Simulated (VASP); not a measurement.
# CoO (R-3m) in VASP: single point with revPBE

Aim: the single point of CoO with revPBE.

All numbers are computed with VASP 6.6.1; they aren't measurements. Logs are shortened: lines on timing, memory, paths and dates and some standing lists are left out, and cuts for length are marked.

### Step 1. The cell of the first run

The structure is trigonal, space group R-3m (No. 166). Conventional cell: a = 3.101 Å, b = 3.101 Å, c = 7.052 Å, α = 90.00°, β = 90.00°, γ = 120.00°. Co (site symmetry -3m) has 6 O at 2.14 Å within 2.8 Å. Within 2.8 Å of O (site symmetry -3m) lie 6 Co at 2.14 Å.

### Step 2. Single point, revPBE, collinear spin, ferromagnetic start

The input, INCAR:

```
  ALGO = Normal
  EDIFF = 1E-6
  ENCUT = 700
  GGA = RE
  GGA_COMPAT = F
  ISIF = 2
  ISMEAR = -1
  ISPIN = 2
  LASPH = T
  LCHARG = F
  LMAXMIX = 4
  LORBIT = 11
  LREAL = F
  LWAVE = F
  MAGMOM = 2 0
  NBANDS = 22
  NELM = 200
  PREC = Accurate
  SIGMA = 0.05
```

The input, KPOINTS:

```
k-points
0
Gamma
  11 11 11
```

The input, POSCAR:

```
CoO
1.0
    1.5506041941      0.8952417489      2.3507699311
   -1.5506041941      0.8952417489      2.3507699311
    0.0000000000     -1.7904834978      2.3507699311
Co O
1 1
Direct
    0.0000000000      0.0000000000      0.0000000000
    0.5000000000      0.5000000000      0.5000000000
```

Potentials or basis: VASP PAW PBE potentials, release 64 (Co_sv, O).

On the command line:

```
cat potpaw_PBE.64/Co_sv/POTCAR potpaw_PBE.64/O/POTCAR > POTCAR
mpirun -np 1 vasp_std > vasp.out
```

OUTCAR:

```text
EDIFF = 1E-6
   ENCUT = 700
   GGA = RE
   ISIF = 2
   ISMEAR = -1
   ISPIN = 2
   LASPH = T
   LORBIT = 11
   LREAL = F
   NELM = 200
   PREC = Accurate

 ion  position               nearest neighbor table
   1  0.000  0.000  0.000-   2 2.14   2 2.14   2 2.14   2 2.14   2 2.14   2 2.14
   2  0.500  0.500  0.500-   1 2.14   1 2.14   1 2.14   1 2.14   1 2.14   1 2.14

  LATTYP: Found a trigonal (rhomboedric) cell.
 ALAT       =     2.9549873815
 COS(alpha) =     0.4492929415

  Lattice vectors:

 A1 = (   1.5506041941,   0.8952417489,   2.3507699311)
 A2 = (  -1.5506041941,   0.8952417489,   2.3507699311)
 A3 = (   0.0000000000,  -1.7904834978,   2.3507699311)

Analysis of symmetry for initial positions (statically):
=====================================================================
 Subroutine PRICEL returns:
 Original cell was already a primitive cell.

 Routine SETGRP: Setting up the symmetry group for a
 trigonal (rhombohedral) supercell.

 Subroutine GETGRP returns: Found 12 space group operations
 (whereof 12 operations were pure point group operations)
 out of a pool of 12 trial point group operations.

The static configuration has the point symmetry D_3d.

Analysis of symmetry for dynamics (positions and initial velocities):
=====================================================================
 Subroutine PRICEL returns:
 Original cell was already a primitive cell.

 Routine SETGRP: Setting up the symmetry group for a
 trigonal (rhombohedral) supercell.

 Subroutine GETGRP returns: Found 12 space group operations
 (whereof 12 operations were pure point group operations)
 out of a pool of 12 trial point group operations.

The dynamic configuration has the point symmetry D_3d.

Analysis of structural, dynamic, and magnetic symmetry:
=====================================================================
 Subroutine PRICEL returns:
 Original cell was already a primitive cell.

 Routine SETGRP: Setting up the symmetry group for a
 trigonal (rhombohedral) supercell.

 Subroutine GETGRP returns: Found 12 space group operations
 (whereof 12 operations were pure point group operations)
 out of a pool of 12 trial point group operations.

The overall configuration has the point symmetry D_3d.

 Subroutine INISYM returns: Found 12 space group operations
 (whereof 12 operations are pure point group operations),
 and found     1 'primitive' translations

----------------------------------------------------------------------------------------

                                     Primitive cell

  volume of cell :      19.5795
[... 112 lines left out ...]
  Thomas-Fermi vector in A             =   2.802499
   LORBIT       =     11    0 simple, 1 ext, 2 COOP (PROOUT), +10 PAW based schemes
   GGA     = RE    functional components
   LHFCALC =     F    Hartree Fock is set to
   AEXX    =    0.0000 exact exchange contribution
   IVDW    =     0    specifies the selected vdW correction
   LEPSILON=     F    determine dielectric tensor
   LRPA    =     F    only Hartree local field effects (RPA)
 spin polarized calculation
  energy-cutoff  :      700.00
  volume of cell :       19.58
 maximum number of plane-waves:       857
 NGX is ok and might be reduce to    28
   NGX = 13   NGY = 13   NGZ = 13

 number of electron      23.0000014 magnetization       2.9515687

 Free energy of the ion-electron system (eV)
  ---------------------------------------------------
  ext. energy  EPLUGINS =         0.00000000
  ---------------------------------------------------
  free energy    TOTEN  =       -12.42980774 eV

  energy without entropy =      -12.40223262  energy(sigma->0) =      -12.41602018

 E-fermi :   8.8153     XC(G=0): -12.4731

 val. band max:        8.8122363075   @ k =   0.3636   0.2727   0.0909
 cond. band min:       8.8180394189   @ k =  -0.4545   0.4545   0.4545
 fundamental gap:      0.0058031114
 Fermi energy:         8.8152874593

 spin component 1

 k-point     1 :       0.0000    0.0000    0.0000
  band No.  band energies     occupation
      1     -88.2360      1.00000
      2     -51.4770      1.00000
      3     -51.4770      1.00000
      4     -51.3507      1.00000
      5     -11.3230      1.00000
      6       5.4434      1.00000
[... 589 lines left out ...]
     21      35.3093      0.00000
     22      37.6616      0.00000

 [... further k-points ...]

 spin component 2

 k-point     1 :       0.0000    0.0000    0.0000
  band No.  band energies     occupation
      1     -85.1340      1.00000
      2     -48.4047      1.00000
      3     -48.4047      1.00000
      4     -48.3720      1.00000
      5     -10.8175      1.00000
      6       6.1647      1.00000
[... 589 lines left out ...]
     21      35.7898      0.00000
     22      38.3252      0.00000

 [... further k-points ...]

------------------------ aborting loop because EDIFF is reached ----------------------------------------

  FORCE on cell =-STRESS in cart. coord.  units (eV):
  Direction    XX          YY          ZZ          XY          YZ          ZX
  --------------------------------------------------------------------------------------
  -------------------------------------------------------------------------------------
  Total       -0.1272094     -0.1272094     -0.1440954      0.0000000      0.0000000      0.0000000
  in kB      -10.4094306    -10.4094306    -11.7911979      0.0000000      0.0000000      0.0000000
  external PRESSURE =     -10.8700197 kB  Pullay stress =       0.0000000 kB

 VOLUME and BASIS-vectors are now :
 -----------------------------------------------------------------------------
  energy-cutoff  :      700.00
  volume of cell :       19.58
      direct lattice vectors                 reciprocal lattice vectors
     1.550604194  0.895241749  2.350769931     0.322454951  0.186169453  0.141797514
    -1.550604194  0.895241749  2.350769931    -0.322454951  0.186169453  0.141797514
     0.000000000 -1.790483498  2.350769931     0.000000000 -0.372338906  0.141797514

 POSITION                                       TOTAL-FORCE (eV/Angst)
 -----------------------------------------------------------------------------------
      0.00000      0.00000      0.00000         0.000000     -0.000000      0.000000
      0.00000      0.00000      3.52615        -0.000000      0.000000     -0.000000
 -----------------------------------------------------------------------------------
    total drift:                                0.000000      0.000000      0.000000

  FREE ENERGIE OF THE ION-ELECTRON SYSTEM (eV)
  ---------------------------------------------------
  free  energy   TOTEN  =       -12.4298077439 eV

  energy  without entropy=      -12.4022326153  energy(sigma->0) =      -12.41602018

 total charge

# of ion       s       p       d       tot
------------------------------------------
    1        2.139   6.062   6.660  14.862
    2        1.555   3.430   0.000   4.985
--------------------------------------------------
tot          3.694   9.492   6.660  19.847

 magnetization (x)

# of ion       s       p       d       tot
------------------------------------------
    1        0.013   0.010   2.525   2.548
    2        0.028   0.273   0.000   0.301
--------------------------------------------------
tot          0.041   0.283   2.525   2.849
```

It took 4.9 min on 1 thread of Intel Xeon Platinum 8259CL at 2.50GHz (Skylake/Cascade Lake), shared host; peak memory 0.28 GiB.

What came out:

```
Free energy                                           : -12.4298 eV
Pressure                                              : -1.1 GPa
Net moment                                            : 2.95 μB per cell
Site moments                                          : Co +2.55; O +0.30 μB
Valence electrons inside the program's atomic spheres : Co 14.86; O 4.99
```

Stress tensor (GPa, compression positive):
```
-1.04  0.00  0.00
 0.00 -1.04  0.00
 0.00  0.00 -1.18
```

Caveat: the PAW data sets were made with another functional, which shifts forces and pressure a little; a cell with one magnetic atom can't hold antiferromagnetic order, which such compounds often take; semilocal functionals often make such compounds metallic where correlation or magnetic order opens a gap, which also shifts bond lengths. With open d or f shells a metallic result of revPBE can be an artefact of self-interaction; +U or a hybrid may open a gap.
